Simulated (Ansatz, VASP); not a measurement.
TaC in VASP and in Ansatz

```
Ta C
1.0
     0.00000    2.22227    2.22227
     2.22227    0.00000    2.22227
     2.22227    2.22227    0.00000
Ta C
1 1
Direct
  0.00000 0.00000 0.00000
  0.50000 0.50000 0.50000
```

Alike in both runs: functional PBE; dispersion D3(BJ); k mesh 16 × 16 × 16; occupations gaussian, width 0.1 eV; no spin polarisation.

Ansatz relaxed the structure, and its values are those at the end. VASP's run is a single point on that final structure, the one shown.

```csv
,VASP,Ansatz
version,VASP 6.6.1,Ansatz 0.2.0
potentials or method,"VASP PAW PBE potentials, release 64 (Ta_pv, C), cutoff 520 eV","scalar-relativistic, plane waves, PAW"
valence electrons in the cell,15,17
```

|  | VASP | Ansatz | Ansatz less VASP |
| --- | --- | --- | --- |
| gap on the k mesh at the Fermi level (eV) | none | none | - |
| pressure (GPa) | 0.7 | 0.0 | -0.73 |

A gap of «none» marks a metal or a gap that the smearing closes. VASP's potentials hold 15 valence electrons a cell and Ansatz's 17, so a difference there can come from the potentials and not from the codes.

Spin-orbit coupling is off throughout.
